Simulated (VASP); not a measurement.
Here is a VASP 6.6.1 calculation.

File INCAR:

```
PREC = Accurate ; ENCUT = 520
EDIFF = 1E-6 ; ISMEAR = 0
SIGMA = 0.1 ; LREAL = False
LASPH = True ; NELM = 100
ALGO = Fast ; ISIF = 2
LWAVE = False ; LCHARG = False
LDIPOL = True ; IDIPOL = 3
DIPOL = 0.5 0.5 0.349 ; GGA = PS
IBRION = 2 ; NSW = 36
EDIFFG = -0.025
```

The input KPOINTS:

```
regular mesh
0
Gamma
  9 7 1
```

Contents of POSCAR:

```
Ti4C
1.0
    2.8676282151      0.0000000000      0.0000000000
    0.0000000000      4.0554387137      0.0000000000
    0.0000000000      0.0000000000     19.6054200203
Ti C
4 1
Selective dynamics
Direct
    0.5000000000      0.5000000000      0.2040252132  F F F
    0.0000000000      0.0000000000      0.2771587704  F F F
    0.5000000000      0.5000000000      0.3434213386  F F F
    0.0000000000      0.0000000000      0.4134275120  F F F
    0.0000000000      0.1000000000      0.5081912667  F F T
```

Potentials or basis: VASP PAW PBE potentials, release 64 (Ti_sv, C).

Run with:

```sh
$ cat potpaw_PBE.64/Ti_sv/POTCAR potpaw_PBE.64/C/POTCAR > POTCAR
$ mpirun -np 1 vasp_std > vasp.out
```

Q: What does it give for the energy gained by relaxing?

A: 2.7 meV/atom.

Q: What does it give for the band gap on the k mesh?

A: Zero (bands 26 and 27 overlap by 0.65 eV).

Final structure:
```xyz
5
Lattice="2.8676 0.0000 0.0000 0.0000 4.0554 0.0000 0.0000 0.0000 19.6054" Properties=species:S:1:pos:R:3 pbc="T T T"
Ti    1.4338    2.0277    4.0000
Ti    0.0000    0.0000    5.4338
Ti    1.4338    2.0277    6.7329
Ti    0.0000    0.0000    8.1054
C     0.0000    0.4055    9.9167
```
